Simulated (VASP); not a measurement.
# BeC2 (I4/mmm) in VASP: vibrations by perturbation theory with PBE

Aim: the vibrations by perturbation theory of BeC2 with PBE.

All numbers are computed with VASP 6.6.1; they aren't measurements. Logs are shortened: lines on timing, memory, paths and dates and some standing lists are left out, and cuts for length are marked.

**1. The cell of the first run**

The structure is tetragonal, space group I4/mmm (No. 139). Conventional cell: a = 3.512 Å, b = 3.512 Å, c = 4.651 Å, α = 90.00°, β = 90.00°, γ = 90.00°. Within 2.3 Å of Be (site symmetry 4/mmm) lie 2 C at 1.70 Å. C (site symmetry 4mm) has 1 C at 1.25 Å and 1 Be at 1.70 Å within 1.8 Å.

**2. Vibrations by perturbation theory, PBE**

The input, INCAR:

```
SYSTEM = BeC2
PREC = Accurate
ENCUT = 520
EDIFF = 1E-8
ISMEAR = 0
SIGMA = 0.01
LREAL = .FALSE.
LASPH = .TRUE.
NELM = 80
ALGO = Normal
ISIF = 2
LWAVE = .FALSE.
LCHARG = .FALSE.
GGA = PE
NBANDS = 12
IBRION = 8
NSW = 1
LEPSILON = .TRUE.
```

The input, KPOINTS:

```
Automatic mesh
0
G
  8 8 8
  0 0 0
```

The input, POSCAR:

```
BeC2
1.0
   -1.7559358331      1.7559358331      2.3253960030
    1.7559358331     -1.7559358331      2.3253960030
    1.7559358331      1.7559358331     -2.3253960030
Be C
1 2
Direct
    0.0000000000      0.0000000000      0.0000000000
    0.6342448183      0.6342448183      0.0000000000
    0.3657551817      0.3657551817      0.0000000000
```

Potentials or basis: VASP PAW PBE potentials, release 64 (Be, C).

On the command line:

```console
$ cat potpaw_PBE.64/Be/POTCAR potpaw_PBE.64/C/POTCAR > POTCAR
$ mpirun -np 1 vasp_std > vasp.out
```

OUTCAR:

```text
SYSTEM = BeC2
   PREC = Accurate
   ENCUT = 520
   EDIFF = 1E-8
   ISMEAR = 0
   LREAL = .FALSE.
   LASPH = .TRUE.
   NELM = 80
   ISIF = 2
   GGA = PE
   IBRION = 8
   NSW = 1
   LEPSILON = .TRUE.

 ion  position               nearest neighbor table
   1  0.000  0.000  0.000-   2 1.70   3 1.70
   2  0.634  0.634  0.000-   3 1.25   1 1.70
   3  0.366  0.366  0.000-   2 1.25   1 1.70

  LATTYP: Found a body centered tetragonal cell.
 ALAT       =     3.5118716662
 C/A-ratio  =     1.3243057970

  Lattice vectors:

 A1 = (  -1.7559358331,   1.7559358331,   2.3253960030)
 A2 = (   1.7559358331,  -1.7559358331,   2.3253960030)
 A3 = (   1.7559358331,   1.7559358331,  -2.3253960030)

Analysis of symmetry for initial positions (statically):
=====================================================================
 Subroutine PRICEL returns:
 Original cell was already a primitive cell.

 Routine SETGRP: Setting up the symmetry group for a
 body centered tetragonal supercell.

 Subroutine GETGRP returns: Found 16 space group operations
 (whereof 16 operations were pure point group operations)
 out of a pool of 16 trial point group operations.

The static configuration has the point symmetry D_4h.

Analysis of symmetry for dynamics (positions and initial velocities):
=====================================================================
 Subroutine PRICEL returns:
 Original cell was already a primitive cell.

 Routine SETGRP: Setting up the symmetry group for a
 body centered tetragonal supercell.

 Subroutine GETGRP returns: Found 16 space group operations
 (whereof 16 operations were pure point group operations)
 out of a pool of 16 trial point group operations.

The dynamic configuration has the point symmetry D_4h.

 Subroutine INISYM returns: Found 16 space group operations
 (whereof 16 operations are pure point group operations),
 and found     1 'primitive' translations

----------------------------------------------------------------------------------------

                                     Primitive cell

  volume of cell :      28.6797

  direct lattice vectors                    reciprocal lattice vectors
    -1.755935833  1.755935833  2.325396003     0.000000000  0.284748446  0.215017141
     1.755935833 -1.755935833  2.325396003     0.284748446  0.000000000  0.215017141
     1.755935833  1.755935833 -2.325396003     0.284748446  0.284748446  0.000000000

  length of vectors
     3.402071115  3.402071115  3.402071115     0.356810942  0.356810942  0.402695114

  position of ions in fractional coordinates (direct lattice)
     0.000000000  0.000000000  0.000000000
     0.634244818  0.634244818  0.000000000
     0.365755182  0.365755182  0.000000000

  ion indices of the primitive-cell ions
   primitive index   ion index
                 1           1
                 2           2
                 3           3

----------------------------------------------------------------------------------------

 KPOINTS: Automatic mesh

Automatic generation of k-mesh.
 Grid dimensions read from file:
 generate k-points for:    8    8    8
[... 535 lines left out ...]
     0.00000  0.00000  0.00122           (  0.00000  0.00000  0.00001)

 PIEZOELECTRIC TENSOR FIELD DIRECTION 3  (C/m^2)
 -----------------------------------------------------------------------------
     0.00000  0.00000  0.00000
     0.00000  0.00000  0.00000
     0.00000  0.00000  0.00068

--------------------------------------- Ionic step        4  -------------------------------------------

------------------------ aborting loop because EDIFF is reached ----------------------------------------

[... ionic steps 5 to 5 ...]

--------------------------------------- Ionic step        6  -------------------------------------------

------------------------ aborting loop because EDIFF is reached ----------------------------------------

--------------------------------------- Ionic step        7  -------------------------------------------

------------------------ aborting loop because EDIFF is reached ----------------------------------------

[... ionic steps 8 to 8 ...]

--------------------------------------- Ionic step        9  -------------------------------------------

 Free energy of the ion-electron system (eV)
  ---------------------------------------------------
  ---------------------------------------------------
  free energy    TOTEN  =        -0.13960104 eV

  energy without entropy =       -0.13960104

------------------------ aborting loop because EDIFF is reached ----------------------------------------

 INTERNAL STRAIN TENSOR  FOR ION    2  DIRECTION 3   (eV/Angst):
 -----------------------------------------------------------------------------
    -0.31382  0.00000  0.00000
     0.00000 -0.31382  0.00000
     0.00000  0.00000-74.15142

 MACROSCOPIC STATIC DIELECTRIC TENSOR (including local field effects in DFT)
 ------------------------------------------------------
           6.299305     0.000000     0.000000
           0.000000     6.299305    -0.000000
          -0.000000     0.000000     8.211365
 ------------------------------------------------------

 PIEZOELECTRIC TENSOR (including local field effects)  for field in x, y, z        (e  Angst)
          XX          YY          ZZ          XY          YZ          ZX
  --------------------------------------------------------------------------------
  x     0.00000     0.00000     0.00000     0.00000     0.00000     0.00000
  y     0.00000     0.00000     0.00000     0.00000     0.00000     0.00000
  z     0.00000     0.00000     0.00000     0.00000     0.00000     0.00000

 PIEZOELECTRIC TENSOR (including local field effects)  for field in x, y, z        (C/m^2)
          XX          YY          ZZ          XY          YZ          ZX
  --------------------------------------------------------------------------------
  x     0.00000     0.00000     0.00000     0.00000     0.00000     0.00000
  y     0.00000     0.00000     0.00000     0.00000     0.00000     0.00000
  z     0.00000     0.00000     0.00000     0.00000     0.00000     0.00000

 BORN EFFECTIVE CHARGES (including local field effects) (in |e|, cummulative output)
 ---------------------------------------------------------------------------------
 ion    1
    1     2.78449    -0.00000     0.00000
    2    -0.00000     2.78449    -0.00000
    3     0.00000     0.00000     1.64128
 ion    2
    1    -1.39224     0.00000     0.00000
    2     0.00000    -1.39224     0.00000
    3     0.00000     0.00000    -0.82064
 ion    3
    1    -1.39224     0.00000     0.00000
    2     0.00000    -1.39224     0.00000
    3     0.00000     0.00000    -0.82064

 INTERNAL STRAIN TENSOR FOR ION    3 for displacements in x,y,z  (eV/Angst):
          X           Y           Z          XY          YZ          ZX
  --------------------------------------------------------------------------------
  x     0.00000     0.00000     0.00000     0.00000     0.00000    -1.73425
  y     0.00000     0.00000     0.00000     0.00000    -2.33661     0.00000
  z     0.31382     0.31382    74.15142     0.00000     0.00000     0.00000

 SECOND DERIVATIVES (NOT SYMMETRIZED)
 ------------------------------------
               1X          1Y          1Z          2X          2Y          2Z          3X          3Y          3Z
  1X     4.284127    0.000000    0.000000   -2.142063    0.000000    0.000000   -2.142063    0.000000    0.000000
  1Y     0.000000    4.284127    0.000000    0.000000   -2.142063    0.000000    0.000000   -2.142063    0.000000
  1Z     0.000000    0.000000  -28.302090    0.000000   -0.000000   14.151045    0.000000   -0.000000   14.151045
  2X    -2.142090    0.000000    0.000000   -3.146942    0.000000    0.000000    5.289032    0.000000    0.000000
  2Y     0.000000   -2.142090   -0.000000    0.000000   -3.146942    0.000000    0.000000    5.289032   -0.000000
  2Z     0.000000   -0.000000   14.152862    0.000000    0.000000  -92.917822    0.000000    0.000000   78.764960
  3X    -2.142090    0.000000    0.000000    5.289032    0.000000    0.000000   -3.146942    0.000000    0.000000
  3Y     0.000000   -2.142090   -0.000000    0.000000    5.289032   -0.000000    0.000000   -3.146942    0.000000
  3Z     0.000000   -0.000000   14.152862    0.000000    0.000000   78.764960    0.000000    0.000000  -92.917822

 Eigenvectors and eigenvalues of the dynamical matrix
 ----------------------------------------------------

   1 f  =   59.105040 THz   371.367917 2PiTHz 1971.531906 cm-1   244.438693 meV
             X         Y         Z           dx          dy          dz
      0.000000  0.000000  0.000000     0.000000   -0.000000   -0.000000
      0.000000  0.000000  2.949741    -0.000000    0.000000   -0.707107
      0.000000  0.000000  1.701051     0.000000   -0.000000    0.707107
[... 43 lines left out ...]
   9 f/i=   12.639517 THz    79.416430 2PiTHz  421.608919 cm-1    52.272820 meV
             X         Y         Z           dx          dy          dz
      0.000000  0.000000  0.000000     0.135309    0.841937    0.000000
      0.000000  0.000000  2.949741    -0.058606   -0.364668    0.000000
      0.000000  0.000000  1.701051    -0.058606   -0.364668    0.000000

--------------------------------------------------------------------------------------------------------

 MACROSCOPIC STATIC DIELECTRIC TENSOR IONIC CONTRIBUTION
 ------------------------------------------------------
           0.000000    -0.000000    -0.000000
           0.000000     0.000000     0.000000
          -0.000000     0.000000     0.600511
 ------------------------------------------------------

 ELASTIC MODULI CONTR FROM IONIC RELAXATION (kBar)
 Direction    XX          YY          ZZ          XY          YZ          ZX
 --------------------------------------------------------------------------------
 XX          -0.0641     -0.0641    -15.1437      0.0000     -0.0000      0.0000
 YY          -0.0641     -0.0641    -15.1437      0.0000     -0.0000      0.0000
 ZZ         -15.1437    -15.1437  -3578.3151      0.0000     -0.0000      0.0000
 XY           0.0000      0.0000      0.0000      0.0000      0.0000      0.0000
 YZ          -0.0000     -0.0000     -0.0000      0.0000    -72.3107      0.0000
 ZX           0.0000      0.0000      0.0000      0.0000      0.0000    -39.8342
 --------------------------------------------------------------------------------

 PIEZOELECTRIC TENSOR IONIC CONTR  for field in x, y, z        (C/m^2)
          XX          YY          ZZ          XY          YZ          ZX
  --------------------------------------------------------------------------------
  x    -0.00000    -0.00000    -0.00000     0.00000     0.00000    -0.00000
  y     0.00000     0.00000     0.00000     0.00000    -0.00000     0.00000
  z     0.00000     0.00000     0.00000     0.00000    -0.00000     0.00000
```

Wall time 12 min (1 thread of Intel Xeon 8259CL, shared host); peak memory 0.27 GiB.

What came out:

```yaml
Electronic_dielectric_tensor_diagonal: 6.30, 6.30, 8.21
Born_charges_mean_of_the_diagonal: Be +2.40; C -1.20 e
Highest_phonon_frequency_at_Γ: 1972 cm⁻¹
Most_unstable_mode: 422i cm⁻¹
```

Phonon frequencies in cm⁻¹ (negative: imaginary):
```
              q point                        frequencies
(0.000, 0.000, 0.000)  -422 -422 0 0 0 437 437 1084 1972
```

Electronic dielectric tensor:
```
6.30 0.00 0.00
0.00 6.30 0.00
0.00 0.00 8.21
```

Born effective charge tensors (e):
atom 1, Be
```
2.78 0.00 0.00
0.00 2.78 0.00
0.00 0.00 1.64
```
atom 2, C
```
-1.39  0.00  0.00
 0.00 -1.39  0.00
 0.00  0.00 -0.82
```
atom 3, C
```
-1.39  0.00  0.00
 0.00 -1.39  0.00
 0.00  0.00 -0.82
```

Caveat: the cell stands under pressure or tension, which shifts response properties; some modes are imaginary.
